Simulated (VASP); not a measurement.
A run of VASP 6.6.1:

File INCAR:

```
SYSTEM = Pt12C
PREC     = Accurate       ! precision mode
ENCUT    = 520            ! plane-wave cutoff, eV
EDIFF    = 1E-6           ! SCF threshold, eV
ISMEAR   = 0              ! smearing method
SIGMA    = 0.1            ! smearing width, eV
LREAL    = .FALSE.        ! projectors in reciprocal space
LASPH    = .TRUE.         ! aspherical terms in the spheres
NELM     = 120            ! most SCF steps
ALGO     = Normal         ! electronic algorithm
ISIF     = 2              ! what is computed and relaxed
LWAVE    = .FALSE.        ! write WAVECAR
LCHARG   = .FALSE.        ! write CHGCAR
LDIPOL   = .TRUE.       
IDIPOL   = 3            
DIPOL    = 0.5 0.5 0.319
GGA      = PE             ! functional
NBANDS   = 74             ! bands
GGA_COMPAT= .FALSE.      
NELMDL   = -8
```

The input KPOINTS:

```
Automatic mesh
0
G
  5 5 1
  0 0 0
```

Contents of POSCAR:

```
Pt12C
1.0
    5.6143281343      0.0000000000      0.0000000000
    0.0000000000      5.6143281343      0.0000000000
    0.0000000000      0.0000000000     19.3513792319
Pt C
12 1
Direct
    0.2500000000      0.2500000000      0.2067036128
    0.2500000000      0.7500000000      0.2067036128
    0.7500000000      0.2500000000      0.2067036128
    0.7500000000      0.7500000000      0.2067036128
    0.0000000000      0.0000000000      0.3062504947
    0.0000000000      0.5000000000      0.3062504947
    0.5000000000      0.0000000000      0.3062504947
    0.5000000000      0.5000000000      0.3062504947
    0.2500000000      0.2500000000      0.4057271132
    0.2500000000      0.7500000000      0.4057271132
    0.7500000000      0.2500000000      0.4057271132
    0.7500000000      0.7500000000      0.4057271132
    0.4166666667      0.4166666667      0.4661715722
```

Potentials or basis: VASP PAW PBE potentials, release 64 (Pt, C).

The run is started by

```console
$ cat potpaw_PBE.64/Pt/POTCAR potpaw_PBE.64/C/POTCAR > POTCAR
$ mpirun -np 1 vasp_std > vasp.out
```

Hardware: 1 thread of Intel(R) Xeon(R) Platinum 8559C (Emerald Rapids), on a shared host.

Task: Estimate the wall time of this run.

Result: Run time: 17 min on 1 thread of Intel(R) Xeon(R) Platinum 8559C (Emerald Rapids), on a shared host, peak memory 0.7 GiB. Counts: scf iterations 35, k points 9.
